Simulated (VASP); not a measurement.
# Li2O (Fm-3m) in VASP: a series of runs

Runs on Li2O. Level: PBE. Tasks: single point.

Program: VASP 6.6.1. These are calculated values, not measurements. Logs are shortened: lines on timing, memory, paths and dates and some standing lists are left out, and cuts for length are marked.

**1. The cell of the first run**

It takes space group Fm-3m (No. 225, cubic). The conventional cell has a = 4.415 Å, b = 4.415 Å, c = 4.415 Å, α = 90.00°, β = 90.00°, γ = 90.00°. Within 2.5 Å of O (site symmetry m-3m) lie 8 Li at 1.91 Å. Within 2.5 Å of Li (site symmetry -43m) lie 4 O at 1.91 Å and 6 Li at 2.21 Å.

**2. Single point, PBE (volume changed by -10%)**

The input, INCAR:

```
PREC = Accurate
ENCUT = 750
EDIFF = 1E-6
ISMEAR = 0
SIGMA = 0.01
LREAL = F
LASPH = T
NELM = 120
ALGO = Normal
ISIF = 2
LWAVE = F
LCHARG = F
GGA = PE
NBANDS = 13
GGA_COMPAT = F
```

The input, KPOINTS:

```
regular mesh
0
Gamma
  6 6 6
```

The input, POSCAR:

```
Li2O
1.0
    0.0000000000      2.2074644680      2.2074644680
    2.2074644680      0.0000000000      2.2074644680
    2.2074644680      2.2074644680      0.0000000000
O Li
1 2
Direct
    0.0000000000      0.0000000000      0.0000000000
    0.2500000000      0.2500000000      0.2500000000
    0.7500000000      0.7500000000      0.7500000000
```

Potentials or basis: VASP PAW PBE potentials, release 64 (O, Li_sv).

The run is started by

```bash
$ cat potpaw_PBE.64/O/POTCAR potpaw_PBE.64/Li_sv/POTCAR > POTCAR
$ mpirun -np 1 vasp_std > vasp.out
```

OUTCAR:

```text
PREC = Accurate
   ENCUT = 750
   EDIFF = 1E-6
   ISMEAR = 0
   LREAL = F
   LASPH = T
   NELM = 120
   ISIF = 2
   GGA = PE

 ion  position               nearest neighbor table
   1  0.000  0.000  0.000-   2 1.91   3 1.91   3 1.91   3 1.91   3 1.91   2 1.91   2 1.91   2 1.91

   2  0.250  0.250  0.250-   1 1.91   1 1.91   1 1.91   1 1.91   3 2.21   3 2.21   3 2.21   3 2.21
                             3 2.21   3 2.21
   3  0.750  0.750  0.750-   1 1.91   1 1.91   1 1.91   1 1.91   2 2.21   2 2.21   2 2.21   2 2.21
                             2 2.21   2 2.21

  LATTYP: Found a face centered cubic cell.
 ALAT       =     4.4149289360

  Lattice vectors:

 A1 = (   0.0000000000,   2.2074644680,   2.2074644680)
 A2 = (   2.2074644680,   0.0000000000,   2.2074644680)
 A3 = (   2.2074644680,   2.2074644680,   0.0000000000)

Analysis of symmetry for initial positions (statically):
=====================================================================
 Subroutine PRICEL returns:
 Original cell was already a primitive cell.

 Routine SETGRP: Setting up the symmetry group for a
 face centered cubic supercell.

 Subroutine GETGRP returns: Found 48 space group operations
 (whereof 48 operations were pure point group operations)
 out of a pool of 48 trial point group operations.

The static configuration has the point symmetry O_h .

Analysis of symmetry for dynamics (positions and initial velocities):
=====================================================================
 Subroutine PRICEL returns:
 Original cell was already a primitive cell.

 Routine SETGRP: Setting up the symmetry group for a
 face centered cubic supercell.

 Subroutine GETGRP returns: Found 48 space group operations
 (whereof 48 operations were pure point group operations)
 out of a pool of 48 trial point group operations.

The dynamic configuration has the point symmetry O_h .

 Subroutine INISYM returns: Found 48 space group operations
 (whereof 48 operations are pure point group operations),
 and found     1 'primitive' translations

----------------------------------------------------------------------------------------

                                     Primitive cell

  volume of cell :      21.5135

  direct lattice vectors                    reciprocal lattice vectors
     0.000000000  2.207464468  2.207464468    -0.226504212  0.226504212  0.226504212
     2.207464468  0.000000000  2.207464468     0.226504212 -0.226504212  0.226504212
     2.207464468  2.207464468  0.000000000     0.226504212  0.226504212 -0.226504212
[... 88 lines left out ...]
   NELECT =      12.0000    total number of electrons
   NUPDOWN=      -1.0000    fix difference up-down
   EMIN   =  10.00;   EMAX   =-10.00  energy-range for DOS
   EFERMI =   0.00;   METHOD = LEGACY
   ISMEAR =     0;   SIGMA  =   0.01  broadening in eV -4-tet -1-fermi 0-gaus
   EFERMI_NEDOS =   21; number of points for ismear=-14 and -15
   IALGO  =     38    algorithm
   IMIX   =      4    mixing-type and parameters
     AMIX     =   0.40;   BMIX     =  1.00
     AMIX_MAG =   1.60;   BMIX_MAG =  1.00
  volume/ion in A,a.u.               =       7.17        48.39
  Fermi-wavevector in a.u.,A,eV,Ry     =   1.347612  2.546617 24.708969  1.816058
  Thomas-Fermi vector in A             =   2.475348
   LORBIT       =      0    0 simple, 1 ext, 2 COOP (PROOUT), +10 PAW based schemes
   GGA     = PE    functional components
   LHFCALC =     F    Hartree Fock is set to
   AEXX    =    0.0000 exact exchange contribution
   IVDW    =     0    specifies the selected vdW correction
   LEPSILON=     F    determine dielectric tensor
   LRPA    =     F    only Hartree local field effects (RPA)
 non-spin polarized calculation
 Gauss-broadening in eV      SIGMA  =   0.01
  energy-cutoff  :      750.00
  volume of cell :       21.51
 maximum number of plane-waves:      1018
   NGX = 13   NGY = 13   NGZ = 13

 number of electron      11.9999996 magnetization

 Free energy of the ion-electron system (eV)
  ---------------------------------------------------
  ext. energy  EPLUGINS =         0.00000000
  ---------------------------------------------------
  free energy    TOTEN  =       -14.21955661 eV

  energy without entropy =      -14.21955661  energy(sigma->0) =      -14.21955661

 E-fermi :   2.2208     XC(G=0): -10.3387

 val. band max:        2.1105531480   @ k =   0.0000   0.0000   0.0000
 cond. band min:       7.3446131938   @ k =   0.5000   0.5000   0.0000
 fundamental gap:      5.2340600459
 Fermi energy:         2.2208435517

 k-point     1 :       0.0000    0.0000    0.0000
  band No.  band energies     occupation
      1     -40.6611      2.00000
      2     -40.1566      2.00000
      3     -13.5627      2.00000
      4       2.1106      2.00000
      5       2.1106      2.00000
      6       2.1106      2.00000
      7       8.4432      0.00000
      8      14.8409      0.00000
      9      14.8409      0.00000
     10      14.8409      0.00000
     11      22.5841      0.00000
     12      22.5841      0.00000
     13      22.5841      0.00000
[... 226 lines left out ...]
  band No.  band energies     occupation
      1     -40.4171      2.00000
      2     -40.3355      2.00000
      3     -13.2813      2.00000
      4       0.0746      2.00000
      5       0.4327      2.00000
      6       0.4721      2.00000
      7       8.9841      0.00000
      8      14.6004      0.00000
      9      17.4267      0.00000
     10      18.2753      0.00000
     11      20.5030      0.00000
     12      23.7449      0.00000
     13      26.2600      0.00000

------------------------ aborting loop because EDIFF is reached ----------------------------------------

  FORCE on cell =-STRESS in cart. coord.  units (eV):
  Direction    XX          YY          ZZ          XY          YZ          ZX
  --------------------------------------------------------------------------------------
  -------------------------------------------------------------------------------------
  Total        1.9531900      1.9531900      1.9531900     -0.0000000     -0.0000000      0.0000000
  in kB      145.4601130    145.4601130    145.4601130     -0.0000000     -0.0000000      0.0000000
  external PRESSURE =     145.4601130 kB  Pullay stress =       0.0000000 kB

 VOLUME and BASIS-vectors are now :
 -----------------------------------------------------------------------------
  energy-cutoff  :      750.00
  volume of cell :       21.51
      direct lattice vectors                 reciprocal lattice vectors
     0.000000000  2.207464468  2.207464468    -0.226504212  0.226504212  0.226504212
     2.207464468  0.000000000  2.207464468     0.226504212 -0.226504212  0.226504212
     2.207464468  2.207464468  0.000000000     0.226504212  0.226504212 -0.226504212

 POSITION                                       TOTAL-FORCE (eV/Angst)
 -----------------------------------------------------------------------------------
      0.00000      0.00000      0.00000         0.000000      0.000000     -0.000000
      1.10373      1.10373      1.10373        -0.000000     -0.000000     -0.000000
      3.31120      3.31120      3.31120         0.000000      0.000000      0.000000
 -----------------------------------------------------------------------------------
    total drift:                                0.000000      0.000000      0.000000

  FREE ENERGIE OF THE ION-ELECTRON SYSTEM (eV)
  ---------------------------------------------------
  free  energy   TOTEN  =       -14.2195566098 eV

  energy  without entropy=      -14.2195566098  energy(sigma->0) =      -14.21955661
```

stdout:

```text
POSCAR found type information on POSCAR O Li
 POSCAR found :  2 types and       3 ions
 scaLAPACK will be used
 LDA part: xc-table for (Slater+PW92), standard interpolation
 POSCAR, INCAR and KPOINTS ok, starting setup
 FFT: planning ... GRIDC
 FFT: planning ... GRID_SOFT
 FFT: planning ... GRID
 WAVECAR not read
 entering main loop
```

Run time: 5.9 s. Hardware: 1 thread of AMD EPYC 9R45 (Zen 5), shared host; peak memory 0.12 GiB.

Results:

```yaml
Free_energy: -14.2196 eV
Pressure: 14.5 GPa
Band_gap_on_the_k_mesh: 5.23 eV, indirect (least direct gap 6.33 eV)
```

Levels at points of the mesh, in eV from the valence-band top:
| k point | band 4 | band 5 | band 6 | band 7 | band 8 | band 9 |
| --- | --- | --- | --- | --- | --- | --- |
| (0.00, 0.00, 0.00) | 0.00 | 0.00 | 0.00 | 6.33 | 12.73 | 12.73 |
| (0.50, 0.00, 0.00) | -3.11 | -0.52 | -0.52 | 10.14 | 11.25 | 12.83 |
| (0.50, 0.50, 0.00) | -1.70 | -1.63 | -1.63 | 5.23 | 14.87 | 14.87 |

Caveat: the cell differs from its parent crystal (volume changed by -10%).

**3. Single point, PBE**

This run uses another cell than the first one, of 7.97 Å³/atom, 1.111 times its volume.

The input, INCAR:

```
PREC     = Accurate       # precision mode
ENCUT    = 750            # plane-wave cutoff, eV
EDIFF    = 1E-6           # SCF threshold, eV
ISMEAR   = 0              # smearing method
SIGMA    = 0.01           # smearing width, eV
LREAL    = False          # projectors in reciprocal space
LASPH    = True           # aspherical terms in the spheres
NELM     = 120            # most SCF steps
ALGO     = Normal         # electronic algorithm
ISIF     = 2              # what is computed and relaxed
LWAVE    = False          # write WAVECAR
LCHARG   = False          # write CHGCAR
GGA      = PE             # functional
NBANDS   = 13             # bands
GGA_COMPAT= False
```

The input, KPOINTS:

```
Automatic mesh
0
Gamma
  6 6 6
```

The input, POSCAR:

```
Li2O
1.0
    0.0000000000      2.2863684503      2.2863684503
    2.2863684503      0.0000000000      2.2863684503
    2.2863684503      2.2863684503      0.0000000000
O Li
1 2
Direct
    0.0000000000      0.0000000000      0.0000000000
    0.2500000000      0.2500000000      0.2500000000
    0.7500000000      0.7500000000      0.7500000000
```

Potentials or basis: VASP PAW PBE potentials, release 64 (O, Li_sv).

The run is started by

```bash
$ cat potpaw_PBE.64/O/POTCAR potpaw_PBE.64/Li_sv/POTCAR > POTCAR
$ mpirun -np 1 vasp_std > vasp.out
```

Wall time 7.2 s (1 thread of AMD EPYC 9R45 (Zen 5), shared host); peak memory 0.13 GiB.

The run converged. Its results:

- Free energy: -14.3480 eV
- Pressure: 2.7 GPa
- Band gap on the k mesh: 5.04 eV, indirect (least direct gap 5.49 eV)

Levels at points of the mesh, in eV from the valence-band top:
```
           k point  band 4  band 5  band 6  band 7  band 8  band 9
(0.00, 0.00, 0.00)    0.00    0.00    0.00    5.49   12.12   12.12
(0.50, 0.00, 0.00)   -2.84   -0.46   -0.46    9.41   10.12   12.24
(0.50, 0.50, 0.00)   -1.63   -1.43   -1.43    5.04   13.83   13.83
```

A k mesh can miss the band edges.

**4. Single point, PBE (volume changed by -5%)**

The input, INCAR:

```
SYSTEM = Li2O
  PREC = Accurate
  ENCUT = 750
  EDIFF = 1E-6
  ISMEAR = 0
  SIGMA = 0.01
  LREAL = .False.
  LASPH = .True.
  NELM = 120
  ALGO = Normal
  ISIF = 2
  LWAVE = .False.
  LCHARG = .False.
  GGA = PE
  NBANDS = 13
  GGA_COMPAT = .False.
```

The input, KPOINTS:

```
regular mesh
0
Gamma
  6 6 6
  0 0 0
```

The input, POSCAR:

```
Li2O
1.0
    0.0000000000      2.2476089549      2.2476089549
    2.2476089549      0.0000000000      2.2476089549
    2.2476089549      2.2476089549      0.0000000000
O Li
1 2
Direct
    0.0000000000      0.0000000000      0.0000000000
    0.2500000000      0.2500000000      0.2500000000
    0.7500000000      0.7500000000      0.7500000000
```

Potentials or basis: VASP PAW PBE potentials, release 64 (O, Li_sv).

The run is started by

```bash
$ cat potpaw_PBE.64/O/POTCAR potpaw_PBE.64/Li_sv/POTCAR > POTCAR
$ mpirun -np 1 vasp_std > vasp.out
```

OUTCAR:

```text
SYSTEM = Li2O
   PREC = Accurate
   ENCUT = 750
   EDIFF = 1E-6
   ISMEAR = 0
   LREAL = .False.
   LASPH = .True.
   NELM = 120
   ISIF = 2
   GGA = PE

 ion  position               nearest neighbor table
   1  0.000  0.000  0.000-   3 1.95   3 1.95   3 1.95   2 1.95   2 1.95   2 1.95   3 1.95   2 1.95

   2  0.250  0.250  0.250-   1 1.95   1 1.95   1 1.95   1 1.95   3 2.25   3 2.25   3 2.25   3 2.25
                             3 2.25   3 2.25
   3  0.750  0.750  0.750-   1 1.95   1 1.95   1 1.95   1 1.95   2 2.25   2 2.25   2 2.25   2 2.25
                             2 2.25   2 2.25

  LATTYP: Found a face centered cubic cell.
 ALAT       =     4.4952179098

  Lattice vectors:

 A1 = (   0.0000000000,   2.2476089549,   2.2476089549)
 A2 = (   2.2476089549,   0.0000000000,   2.2476089549)
 A3 = (   2.2476089549,   2.2476089549,   0.0000000000)

Analysis of symmetry for initial positions (statically):
=====================================================================
 Subroutine PRICEL returns:
 Original cell was already a primitive cell.

 Routine SETGRP: Setting up the symmetry group for a
 face centered cubic supercell.

[... 175 lines left out ...]
      8      14.2005      0.00000
      9      14.2005      0.00000
     10      14.2005      0.00000
     11      21.6659      0.00000
     12      21.6659      0.00000
     13      21.6659      0.00000
[... 226 lines left out ...]
  band No.  band energies     occupation
      1     -40.8515      2.00000
      2     -40.7823      2.00000
      3     -13.5105      2.00000
      4      -0.1170      2.00000
      5       0.1613      2.00000
      6       0.2323      2.00000
      7       8.4852      0.00000
      8      13.8077      0.00000
      9      16.4910      0.00000
     10      17.2287      0.00000
     11      19.5366      0.00000
     12      22.7512      0.00000
     13      25.0540      0.00000

------------------------ aborting loop because EDIFF is reached ----------------------------------------

  FORCE on cell =-STRESS in cart. coord.  units (eV):
  Direction    XX          YY          ZZ          XY          YZ          ZX
  --------------------------------------------------------------------------------------
  -------------------------------------------------------------------------------------
  Total        1.1175581      1.1175581      1.1175581      0.0000000      0.0000000      0.0000000
  in kB       78.8475928     78.8475928     78.8475928      0.0000000      0.0000000      0.0000000
  external PRESSURE =      78.8475928 kB  Pullay stress =       0.0000000 kB

 VOLUME and BASIS-vectors are now :
 -----------------------------------------------------------------------------
  energy-cutoff  :      750.00
  volume of cell :       22.71
      direct lattice vectors                 reciprocal lattice vectors
     0.000000000  2.247608955  2.247608955    -0.222458626  0.222458626  0.222458626
     2.247608955  0.000000000  2.247608955     0.222458626 -0.222458626  0.222458626
     2.247608955  2.247608955  0.000000000     0.222458626  0.222458626 -0.222458626

 POSITION                                       TOTAL-FORCE (eV/Angst)
 -----------------------------------------------------------------------------------
      0.00000      0.00000      0.00000         0.000000     -0.000000      0.000000
      1.12380      1.12380      1.12380         0.000000      0.000000     -0.000000
      3.37141      3.37141      3.37141        -0.000000     -0.000000      0.000000
 -----------------------------------------------------------------------------------
    total drift:                                0.000000      0.000000      0.000000

  FREE ENERGIE OF THE ION-ELECTRON SYSTEM (eV)
  ---------------------------------------------------
  free  energy   TOTEN  =       -14.3061185096 eV

  energy  without entropy=      -14.3061185096  energy(sigma->0) =      -14.30611851
```

stdout:

```text
POSCAR found type information on POSCAR O Li
 POSCAR found :  2 types and       3 ions
 scaLAPACK will be used
 LDA part: xc-table for (Slater+PW92), standard interpolation
 POSCAR, INCAR and KPOINTS ok, starting setup
 FFT: planning ... GRIDC
 FFT: planning ... GRID_SOFT
 FFT: planning ... GRID
 WAVECAR not read
 entering main loop
```

Wall time 6.4 s (1 thread of AMD EPYC 9R45 (Zen 5), shared host); peak memory 0.12 GiB.

What came out:

```
Free energy            : -14.3061 eV
Pressure               : 7.9 GPa
Band gap on the k mesh : 5.14 eV, indirect (least direct gap 5.89 eV)
```

Caveat: the cell differs from its parent crystal (volume changed by -5%). A k mesh can miss the band edges.

**5. Single point, PBE (volume changed by +5%)**

The input, INCAR:

```
ALGO = Normal ; EDIFF = 1E-6
ENCUT = 750 ; GGA = PE
GGA_COMPAT = F ; ISIF = 2
ISMEAR = 0 ; LASPH = T
LCHARG = T ; LELF = T
LREAL = F ; LVHAR = T
LWAVE = F ; NBANDS = 13
NELM = 120 ; PREC = Accurate
SIGMA = 0.01
```

The input, KPOINTS:

```
k-points
0
Gamma
  6 6 6
```

The input, POSCAR:

```
Li2O
1.0
    0.0000000000      2.3238565632      2.3238565632
    2.3238565632      0.0000000000      2.3238565632
    2.3238565632      2.3238565632      0.0000000000
O Li
1 2
Direct
    0.0000000000      0.0000000000      0.0000000000
    0.2500000000      0.2500000000      0.2500000000
    0.7500000000      0.7500000000      0.7500000000
```

The run is started by

```bash
$ cat potpaw_PBE.64/O/POTCAR potpaw_PBE.64/Li_sv/POTCAR > POTCAR
$ mpirun -np 1 vasp_std > vasp.out
```

It took 7.8 s on 1 thread of AMD EPYC 9R45 (Zen 5), shared host; peak memory 0.13 GiB.

The run converged. Its results:

```
Free energy            : -14.3551 eV
Pressure               : -1.4 GPa
Band gap on the k mesh : 4.94 eV, indirect (least direct gap 5.13 eV)
```

Levels at points of the mesh, in eV from the valence-band top:
```
           k point  band 2  band 3  band 4  band 5  band 6  band 7  band 8  band 9  band 10  band 11
(0.00, 0.00, 0.00)  -42.71  -15.42    0.00    0.00    0.00    5.13   11.83   11.83    11.83    18.81
(0.50, 0.00, 0.00)  -42.85  -15.19   -2.73   -0.44   -0.44    9.09    9.63   11.96    11.96    17.63
(0.50, 0.50, 0.00)  -42.80  -15.15   -1.59   -1.35   -1.35    4.94   13.37   13.37    14.48    15.53
```

Caveat: the cell differs from its parent crystal (volume changed by +5%). A k mesh can miss the band edges.

**6. Single point, PBE (volume changed by +10%)**

The input, INCAR:

```
ALGO = Normal
EDIFF = 1E-6
ENCUT = 750
GGA = PE
GGA_COMPAT = False
ISIF = 2
ISMEAR = 0
LASPH = True
LCHARG = False
LREAL = False
LWAVE = False
NBANDS = 13
NELM = 120
PREC = Accurate
SIGMA = 0.01
```

KPOINTS is that of step 5.

The input, POSCAR:

```
Li2O
1.0
    0.0000000000      2.3601726878      2.3601726878
    2.3601726878      0.0000000000      2.3601726878
    2.3601726878      2.3601726878      0.0000000000
O Li
1 2
Direct
    0.0000000000      0.0000000000      0.0000000000
    0.2500000000      0.2500000000      0.2500000000
    0.7500000000      0.7500000000      0.7500000000
```

Potentials or basis: VASP PAW PBE potentials, release 64 (O, Li_sv).

The run is started by

```bash
$ cat potpaw_PBE.64/O/POTCAR potpaw_PBE.64/Li_sv/POTCAR > POTCAR
$ mpirun -np 1 vasp_std > vasp.out
```

Run time: 6.9 s. Hardware: 1 thread of AMD EPYC 9R45 (Zen 5), shared host; peak memory 0.12 GiB.

Results (log left out):

```
Free energy            : -14.3347 eV
Pressure               : -4.7 GPa
Band gap on the k mesh : 4.81 eV, direct
```

Levels at points of the mesh, in eV from the valence-band top:
| k point | band 4 | band 5 | band 6 | band 7 | band 8 | band 9 |
| --- | --- | --- | --- | --- | --- | --- |
| (0.00, 0.00, 0.00) | 0.00 | 0.00 | 0.00 | 4.81 | 11.56 | 11.56 |
| (0.50, 0.00, 0.00) | -2.62 | -0.41 | -0.41 | 8.79 | 9.19 | 11.70 |
| (0.50, 0.50, 0.00) | -1.55 | -1.28 | -1.28 | 4.85 | 12.94 | 12.94 |

Caveat: the cell differs from its parent crystal (volume changed by +10%). A k mesh can miss the band edges.

**7. Overview**

| cell | gap on the mesh (eV) | pressure (GPa) |
| --- | --- | --- |
| a = 3.122 Å, angles 60.0°, 3 atoms | 5.23 | 14.5 |
| a = 3.233 Å, angles 60.0°, 3 atoms | 5.04 | 2.7 |
| a = 3.179 Å, angles 60.0°, 3 atoms | 5.14 | 7.9 |
| a = 3.286 Å, angles 60.0°, 3 atoms | 4.94 | -1.4 |
| a = 3.338 Å, angles 60.0°, 3 atoms | 4.81 | -4.7 |

Alike in all rows: task single point; level PBE; potentials or basis VASP PAW PBE potentials, release 64 (O, Li_sv); no spin polarisation; k mesh 6 × 6 × 6; cutoff (eV) 750; smearing gaussian 0.01 eV.

Absolute energies hang on the potentials; compare differences alone.
